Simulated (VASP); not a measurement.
Input of a VASP 6.6.1 run:

The input INCAR:

```
PREC = Accurate
ENCUT = 520
EDIFF = 1E-6
ISMEAR = 0
SIGMA = 0.1
LREAL = F
LASPH = T
NELM = 60
ALGO = Normal
ISIF = 2
LWAVE = F
LCHARG = F
GGA = PE
NBANDS = 27
```

The input KPOINTS:

```
Automatic mesh
0
Gamma
  6 6 6
```

File POSCAR:

```
SrCuB5
1.0
    2.5474932200      1.4707959000      5.3408262600
   -2.5474932200      1.4707959000      5.3408262600
    0.0000000000     -2.9415917900      5.3408262600
Sr Cu B
1 1 5
Direct
    0.0000000000      0.0000000000      0.0000000000
    0.5000000000      0.5000000000      0.5000000000
    0.5000000000      0.5000000000      0.0000000000
    0.0000000000      0.5000000000      0.5000000000
    0.5000000000      0.0000000000      0.5000000000
    0.1447503100      0.1447503100      0.1447503100
    0.8552496900      0.8552496900      0.8552496900
```

Potentials or basis: VASP PAW PBE potentials, release 64 (Sr_sv, Cu, B).

Launch:

```sh
$ cat potpaw_PBE.64/Sr_sv/POTCAR potpaw_PBE.64/Cu/POTCAR potpaw_PBE.64/B/POTCAR > POTCAR
$ mpirun -np 1 vasp_std > vasp.out
```

Task: Estimate the pressure.

Result: -4.5 GPa.

Task: Estimate the band gap on the k mesh.

Result: Zero (bands 18 and 19 overlap by 0.67 eV).

Task: Estimate the largest force.

Result: 3.186 eV/Å.

Stress tensor (GPa, compression positive):
```
-7.69  0.00  0.00
 0.00 -7.69  0.00
 0.00  0.00  2.02
```

Caveat: the cell stands under tension; forces of over 1 eV/Å act on the atoms, so gaps and moduli don't describe the material at rest.
